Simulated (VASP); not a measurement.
# Rb (Pm-3m) in VASP: notebook

Runs on Rb. Level: PBE. Tasks: single point.

Program: VASP 6.6.1. These are calculated values, not measurements. Logs are shortened: lines on timing, memory, paths and dates and some standing lists are left out, and cuts for length are marked.

### 1 The cell of the first run

Symmetry: Pm-3m, No. 221, cubic system. The conventional cell has a = 4.620 Å, b = 4.620 Å, c = 4.620 Å, α = 90.00°, β = 90.00°, γ = 90.00°.

This isn't the form of Rb at room conditions, which is bcc.

### 2 Single point, PBE

File INCAR:

```
SYSTEM = Rb
  PREC = Accurate
  ENCUT = 520
  EDIFF = 1E-6
  ISMEAR = 0
  SIGMA = 0.1
  LREAL = .False.
  LASPH = .True.
  NELM = 60
  ALGO = Fast
  ISIF = 2
  LWAVE = .False.
  LCHARG = .False.
  GGA = PE
  NBANDS = 10
```

File KPOINTS:

```
Automatic mesh
0
Gamma
  4 4 4
  0 0 0
```

File POSCAR:

```
Rb
1.0
    4.6200217000      0.0000000000      0.0000000000
    0.0000000000      4.6200217000      0.0000000000
    0.0000000000      0.0000000000      4.6200217000
Rb
1
Direct
    0.0000000000      0.0000000000      0.0000000000
```

Potentials or basis: VASP PAW PBE potentials, release 64 (Rb_sv).

Run with:

```console
> cat potpaw_PBE.64/Rb_sv/POTCAR > POTCAR
> mpirun -np 1 vasp_std > vasp.out
```

OUTCAR:

```text
SYSTEM = Rb
   PREC = Accurate
   ENCUT = 520
   EDIFF = 1E-6
   ISMEAR = 0
   LREAL = .False.
   LASPH = .True.
   NELM = 60
   ISIF = 2
   GGA = PE

 ion  position               nearest neighbor table
   1  0.000  0.000  0.000-

  LATTYP: Found a simple cubic cell.
 ALAT       =     4.6200217000

  Lattice vectors:

 A1 = (   4.6200217000,   0.0000000000,   0.0000000000)
 A2 = (   0.0000000000,   4.6200217000,   0.0000000000)
 A3 = (   0.0000000000,   0.0000000000,   4.6200217000)

Analysis of symmetry for initial positions (statically):
=====================================================================
 Subroutine PRICEL returns:
 Original cell was already a primitive cell.

 Routine SETGRP: Setting up the symmetry group for a
 simple cubic supercell.

 Subroutine GETGRP returns: Found 48 space group operations
 (whereof 48 operations were pure point group operations)
 out of a pool of 48 trial point group operations.

The static configuration has the point symmetry O_h .

Analysis of symmetry for dynamics (positions and initial velocities):
=====================================================================
 Subroutine PRICEL returns:
 Original cell was already a primitive cell.

 Routine SETGRP: Setting up the symmetry group for a
 simple cubic supercell.

 Subroutine GETGRP returns: Found 48 space group operations
 (whereof 48 operations were pure point group operations)
 out of a pool of 48 trial point group operations.

The dynamic configuration has the point symmetry O_h .

 Subroutine INISYM returns: Found 48 space group operations
 (whereof 48 operations are pure point group operations),
 and found     1 'primitive' translations

----------------------------------------------------------------------------------------

                                     Primitive cell

  volume of cell :      98.6125

  direct lattice vectors                    reciprocal lattice vectors
     4.620021700  0.000000000  0.000000000     0.216449200  0.000000000  0.000000000
     0.000000000  4.620021700  0.000000000     0.000000000  0.216449200  0.000000000
     0.000000000  0.000000000  4.620021700     0.000000000  0.000000000  0.216449200

  length of vectors
     4.620021700  4.620021700  4.620021700     0.216449200  0.216449200  0.216449200

  position of ions in fractional coordinates (direct lattice)
     0.000000000  0.000000000  0.000000000

[... 58 lines left out ...]
   ENCUT  =  520.0 eV  38.22 Ry    6.18 a.u.   8.59  8.59  8.59*2*pi/ulx,y,z
   NELM   =     60;   NELMIN=  2; NELMDL= -5     # of ELM steps
   EDIFF  = 0.1E-05   stopping-criterion for ELM
   LREAL  =      F    real-space projection
[... 7 lines left out ...]
   TEBEG  =    0.0;   TEEND  =   0.0 temperature during run
   PSTRESS=    0.0 pullay stress
   NELECT =       9.0000    total number of electrons
   NUPDOWN=      -1.0000    fix difference up-down
   EMIN   =  10.00;   EMAX   =-10.00  energy-range for DOS
   EFERMI =   0.00;   METHOD = LEGACY
   ISMEAR =     0;   SIGMA  =   0.10  broadening in eV -4-tet -1-fermi 0-gaus
   EFERMI_NEDOS =   21; number of points for ismear=-14 and -15
   IALGO  =     68    algorithm
   IMIX   =      4    mixing-type and parameters
     AMIX     =   0.40;   BMIX     =  1.00
     AMIX_MAG =   1.60;   BMIX_MAG =  1.00
  volume/ion in A,a.u.               =      98.61       665.47
  Fermi-wavevector in a.u.,A,eV,Ry     =   0.737075  1.392870  7.391766  0.543279
  Thomas-Fermi vector in A             =   1.830669
   LORBIT       =      0    0 simple, 1 ext, 2 COOP (PROOUT), +10 PAW based schemes
   GGA     = PE    functional components
   LHFCALC =     F    Hartree Fock is set to
   AEXX    =    0.0000 exact exchange contribution
   IVDW    =     0    specifies the selected vdW correction
   LEPSILON=     F    determine dielectric tensor
   LRPA    =     F    only Hartree local field effects (RPA)
 non-spin polarized calculation
 RMM-DIIS sequential band-by-band and
 Gauss-broadening in eV      SIGMA  =   0.10
  energy-cutoff  :      520.00
  volume of cell :       98.61
 maximum number of plane-waves:      2680
 NGX is ok and might be reduce to    36
   NGX = 17   NGY = 17   NGZ = 17

 number of electron       9.0000000 magnetization

 Free energy of the ion-electron system (eV)
  ---------------------------------------------------
  ext. energy  EPLUGINS =         0.00000000
  ---------------------------------------------------
  free energy    TOTEN  =        -0.85079318 eV

  energy without entropy =       -0.84546260  energy(sigma->0) =       -0.84812789

 E-fermi :   0.1720     XC(G=0):  -5.2651

 val. band max:       -0.3014757471   @ k =   0.5000   0.0000   0.0000
 cond. band min:       0.1758607343   @ k =   0.5000   0.0000   0.0000
 fundamental gap:      0.4773364815
 Fermi energy:         0.1719510366

 k-point     1 :       0.0000    0.0000    0.0000
  band No.  band energies     occupation
      1     -29.2255      2.00000
      2     -13.2574      2.00000
      3     -13.2574      2.00000
      4     -13.2574      2.00000
      5      -2.0104      2.00000
      6       2.1879      0.00000
      7       2.1879      0.00000
      8       5.5389      0.00000
      9       5.5454      0.00000
     10       5.6667      0.00000
[... 105 lines left out ...]
 k-point    10 :       0.5000    0.5000    0.5000
  band No.  band energies     occupation
      1     -29.2126      2.00000
      2     -13.3465      2.00000
      3     -13.3465      2.00000
      4     -13.3465      2.00000
      5       1.6851      0.00000
      6       1.6851      0.00000
      7       1.6851      0.00000
      8       3.4880      0.00000
      9       3.9313      0.00000
     10       3.9313      0.00000

------------------------ aborting loop because EDIFF is reached ----------------------------------------

  FORCE on cell =-STRESS in cart. coord.  units (eV):
  Direction    XX          YY          ZZ          XY          YZ          ZX
  --------------------------------------------------------------------------------------
  -------------------------------------------------------------------------------------
  Total       -0.0024282     -0.0024282     -0.0024282      0.0000000      0.0000000     -0.0000000
  in kB       -0.0394508     -0.0394508     -0.0394508      0.0000000      0.0000000     -0.0000000
  external PRESSURE =      -0.0394508 kB  Pullay stress =       0.0000000 kB

 VOLUME and BASIS-vectors are now :
 -----------------------------------------------------------------------------
  energy-cutoff  :      520.00
  volume of cell :       98.61
      direct lattice vectors                 reciprocal lattice vectors
     4.620021700  0.000000000  0.000000000     0.216449200  0.000000000  0.000000000
     0.000000000  4.620021700  0.000000000     0.000000000  0.216449200  0.000000000
     0.000000000  0.000000000  4.620021700     0.000000000  0.000000000  0.216449200

 POSITION                                       TOTAL-FORCE (eV/Angst)
 -----------------------------------------------------------------------------------
      0.00000      0.00000      0.00000         0.000000      0.000000      0.000000
 -----------------------------------------------------------------------------------
    total drift:                                0.000000     -0.000000     -0.000000

  FREE ENERGIE OF THE ION-ELECTRON SYSTEM (eV)
  ---------------------------------------------------
  free  energy   TOTEN  =        -0.8507931760 eV

  energy  without entropy=       -0.8454625995  energy(sigma->0) =       -0.84812789
```

OSZICAR:

```text
N       E                     dE             d eps       ncg     rms          rms(c)
DAV:   1     0.456295977951E+02    0.45630E+02   -0.31244E+03   200   0.646E+02
DAV:   2     0.201693850744E+01   -0.43613E+02   -0.42977E+02   222   0.126E+02
DAV:   3    -0.692050350278E+00   -0.27090E+01   -0.27058E+01   234   0.324E+01
DAV:   4    -0.846122376151E+00   -0.15407E+00   -0.15379E+00   298   0.704E+00
DAV:   5    -0.851159641573E+00   -0.50373E-02   -0.50242E-02   262   0.990E-01    0.107E+00
RMM:   6    -0.850677450695E+00    0.48219E-03   -0.15666E-03   240   0.261E-01    0.660E-01
RMM:   7    -0.850685275119E+00   -0.78244E-05   -0.37329E-03   254   0.368E-01    0.616E-02
RMM:   8    -0.850776701902E+00   -0.91427E-04   -0.35867E-04   283   0.111E-01    0.112E-02
RMM:   9    -0.850787124079E+00   -0.10422E-04   -0.10432E-04   314   0.416E-02    0.990E-03
RMM:  10    -0.850791020150E+00   -0.38961E-05   -0.22210E-05   301   0.194E-02    0.590E-03
RMM:  11    -0.850792688064E+00   -0.16679E-05   -0.10017E-05   267   0.120E-02    0.138E-03
RMM:  12    -0.850793176002E+00   -0.48794E-06   -0.35142E-06   239   0.723E-03
   1 F= -.85079318E+00 E0= -.84812789E+00  d E =-.533058E-02
```

stdout:

```text
POSCAR found type information on POSCAR Rb
 POSCAR found :  1 types and       1 ions
 scaLAPACK will be used
 LDA part: xc-table for (Slater+PW92), standard interpolation
 POSCAR, INCAR and KPOINTS ok, starting setup
 FFT: planning ... GRIDC
 FFT: planning ... GRID_SOFT
 FFT: planning ... GRID
 WAVECAR not read
 entering main loop
```

Run time: 5.6 s. Hardware: 1 thread of AMD EPYC 9R45 (Zen 5), shared host; peak memory 0.16 GiB.

What came out:

| Item | Value |
| --- | --- |
| Free energy | -0.8508 eV |
| Pressure | 0.0 GPa |
| Band gap on the k mesh | zero (an odd number of electrons rules out a gap without spin polarisation) |

### 3 Single point, PBE

File INCAR:

```
PREC = Accurate
ENCUT = 520
EDIFF = 1E-7
ISMEAR = 0
SIGMA = 0.1
LREAL = F
LASPH = T
NELM = 100
ALGO = Normal
ISIF = 2
LWAVE = F
LCHARG = F
GGA = PE
NBANDS = 10
```

File KPOINTS:

```
regular mesh
0
Gamma
  12 12 12
```

POSCAR is that of step 2.

Potentials or basis: VASP PAW PBE potentials, release 64 (Rb_sv).

Run with:

```console
> cat potpaw_PBE.64/Rb_sv/POTCAR > POTCAR
> mpirun -np 1 vasp_std > vasp.out
```

It took 27 s on 1 thread of AMD EPYC 9R45 (Zen 5), shared host; peak memory 0.21 GiB.

Results (log left out):

```
Free energy            : -0.8433 eV
Pressure               : 0.0 GPa
Band gap on the k mesh : zero (an odd number of electrons rules out a gap without spin polarisation)
```

Levels at points of the mesh, in eV from the Fermi level:
```csv
k point,band 2,band 3,band 4,band 5,band 6,band 7
"(0.00, 0.00, 0.00)",-13.11,-13.11,-13.11,-1.87,2.33,2.33
"(0.50, 0.00, 0.00)",-13.23,-13.10,-13.10,-0.16,0.32,2.90
"(0.50, 0.50, 0.00)",-13.22,-13.22,-13.09,0.84,1.65,2.09
"(0.50, 0.50, 0.50)",-13.20,-13.20,-13.20,1.83,1.83,1.83
```

The gap in the log of VASP goes by the Fermi energy; the results here count the filled bands.